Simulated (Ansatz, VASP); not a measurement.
**Two plane-wave programs on AlN**

Contents of POSCAR:

```
AlN
1.0
    3.1110021516      0.0000000000      0.0000000000
   -1.5555010758      2.6942068945      0.0000000000
    0.0000000000      0.0000000000      4.9780000000
Al N
2 2
Direct
    0.3333333333      0.6666666667     -0.0052142702
    0.6666666667      0.3333333333      0.4947857298
    0.3333333333      0.6666666667      0.3950441945
    0.6666666667      0.3333333333      0.8950441945
```

Contents of INCAR.step1:

```
SYSTEM = AlN
ALGO = Normal
EDIFF = 1E-4
ENCUT = 520
GGA = PE
ISMEAR = 0
LASPH = .TRUE.
LCHARG = .FALSE.
LREAL = .FALSE.
LWAVE = .TRUE.
NBANDS = 16
NELM = 100
PREC = Accurate
SIGMA = 0.05
```

INCAR.step2

```
SYSTEM = AlN
ALGO = Normal
EDIFF = 1E-6
ENCUT = 520
ISIF = 2
ISMEAR = 0
ISTART = 1
LASPH = .TRUE.
LCHARG = .FALSE.
LMIXTAU = .TRUE.
LREAL = .FALSE.
LWAVE = .FALSE.
METAGGA = R2SCAN
NBANDS = 16
NELM = 100
PREC = Accurate
SIGMA = 0.05
```

KPOINTS

```
k-points
0
G
  12 12 6
  0 0 0
```

Input for Ansatz:

```yaml
crystal:
  lattice:
    - [3.1110021516, 0.0, 0.0]
    - [-1.5555010758, 2.6942068945, 0.0]
    - [0.0, 0.0, 4.978]
  atoms:
    - { symbol: Al, position: [0.3333333333, 0.6666666667, -0.0052142702] }
    - { symbol: Al, position: [0.6666666667, 0.3333333333, 0.4947857298] }
    - { symbol: "N", position: [0.3333333333, 0.6666666667, 0.3950441945] }
    - { symbol: "N", position: [0.6666666667, 0.3333333333, 0.8950441945] }
basis:
  ecutwfc: 500
kpoints:
  mp_grid: { grid: [12, 12, 6] }
hamiltonian:
  xc: r2scan
scf:
  occupations: { method: gaussian, width: 0.05 }
output:
  forces: true
  stress: true
  eigenvalues: true
```

Change from the starting cell: mode 7 (591.5 1/cm) frozen in, largest displacement +0.050 Å.

Alike in both runs: task single point; functional r2SCAN; k mesh 12 × 12 × 6; occupations gaussian, width 0.05 eV; no spin polarisation.

|  | VASP | Ansatz |
| --- | --- | --- |
| version | VASP 6.6.1 | Ansatz 0.2.0 |
| potentials or method | VASP PAW PBE potentials, release 64 (Al, N), cutoff 520 eV | scalar-relativistic, plane waves, PAW |
| valence electrons in the cell | 16 | 16 |

```tsv
	VASP	Ansatz	Ansatz less VASP
gap on the k mesh at the Fermi level (eV)	4.59	4.55	-0.040
least direct gap on the mesh (eV)	4.59	4.55	-0.040
pressure (GPa)	-0.5	-0.1	+0.38
traceless stress, the component that is largest in VASP (GPa)	-6.58	-6.49	+0.085
rms of the force components (eV/Å)	0.530	0.525	-0.0049
```

VASP's potentials were made for PBE, not for r2SCAN. Atom by atom the forces differ by 0.005 eV/Å (rms over components).
